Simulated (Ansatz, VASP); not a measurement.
Ir in VASP and in Ansatz

INCAR

```
SYSTEM = Ir
ALGO     = Normal         ! electronic algorithm
EDIFF    = 1E-7           ! SCF threshold, eV
EDIFFG   = -0.01          ! ionic threshold
ENCUT    = 600            ! plane-wave cutoff, eV
GGA      = RE             ! functional
IBRION   = 2              ! ionic algorithm
ISIF     = 3              ! what is computed and relaxed
ISMEAR   = -1             ! smearing method
LASPH    = .True.         ! aspherical terms in the spheres
LCHARG   = .False.        ! write CHGCAR
LREAL    = .False.        ! projectors in reciprocal space
LWAVE    = .False.        ! write WAVECAR
NELM     = 60             ! most SCF steps
NSW      = 80             ! ionic steps
PREC     = Accurate       ! precision mode
SIGMA    = 0.1            ! smearing width, eV
```

KPOINTS

```
k-points
0
Gamma
  5 5 5
  0 0 0
```

Contents of POSCAR:

```
Ir
1.0
    4.8373408790      0.0000000000      0.0000000000
    0.0000000000      4.8373408790      0.0000000000
    0.0000000000      0.0000000000      4.8373408790
Ir
8
Direct
    0.0000000000      0.0000000000      0.0000000000
    0.5000000000      0.5000000000      0.5000000000
    0.2500000000      0.0000000000      0.5000000000
    0.7500000000      0.0000000000      0.5000000000
    0.5000000000      0.2500000000      0.0000000000
    0.5000000000      0.7500000000      0.0000000000
    0.0000000000      0.5000000000      0.2500000000
    0.0000000000      0.5000000000      0.7500000000
```

Input for Ansatz:

```yaml
crystal:
  lattice:
    - [4.837340879, 0.0, 0.0]
    - [0.0, 4.837340879, 0.0]
    - [0.0, 0.0, 4.837340879]
  atoms:
    - { symbol: Ir, position: [0.0, 0.0, 0.0] }
    - { symbol: Ir, position: [0.5, 0.5, 0.5] }
    - { symbol: Ir, position: [0.25, 0.0, 0.5] }
    - { symbol: Ir, position: [0.75, 0.0, 0.5] }
    - { symbol: Ir, position: [0.5, 0.25, 0.0] }
    - { symbol: Ir, position: [0.5, 0.75, 0.0] }
    - { symbol: Ir, position: [0.0, 0.5, 0.25] }
    - { symbol: Ir, position: [0.0, 0.5, 0.75] }
hamiltonian:
  xc: revpbe
  pseudopotentials:
    kind: paw
    azcp:
      Ir: "pseudopotentials/Ir.paw.azcp"
basis:
  ecutwfc: 420
  fft_grid_basis: typed
kpoints:
  mp_grid: { grid: [5, 5, 5], shift: [0, 0, 0] }
magnetization:
  spin_polarized: false
scf:
  occupations: { method: fermi_dirac, width: 0.1 }
relax:
  max_steps: 60
  f_tol: 0.01
  cell: {}
output:
  write_density: true
  write_potential: true
  elf: true
  volumetric_format: npy
```

Alike in both runs: task relaxation of cell and atoms; functional revPBE; k mesh 5 × 5 × 5; occupations fermi-dirac, width 0.1 eV; no spin polarisation.

|  | VASP | Ansatz |
| --- | --- | --- |
| version | VASP 6.6.1 | Ansatz 0.2.0 |
| potentials or method | VASP PAW PBE potentials, release 64 (Ir), cutoff 600 eV | plane waves (420 eV) with PAW, scalar-relativistic |
| valence electrons in the cell | 72 | 136 |

VASP gave:

* relaxed volume (Å³/atom): 15.28
* relaxed cell length with the largest relative difference (Å): 4.963

Problem. What did Ansatz give for the same quantities?

Solution. Relaxed volume (Å³/atom): 15.26; relaxed cell length with the largest relative difference (Å): 4.961.

VASP's potentials were made for PBE, not for revPBE. VASP's potentials hold 72 valence electrons a cell and Ansatz's 136, so a difference there can come from the potentials and not from the codes.

Neither program's run includes spin-orbit coupling.
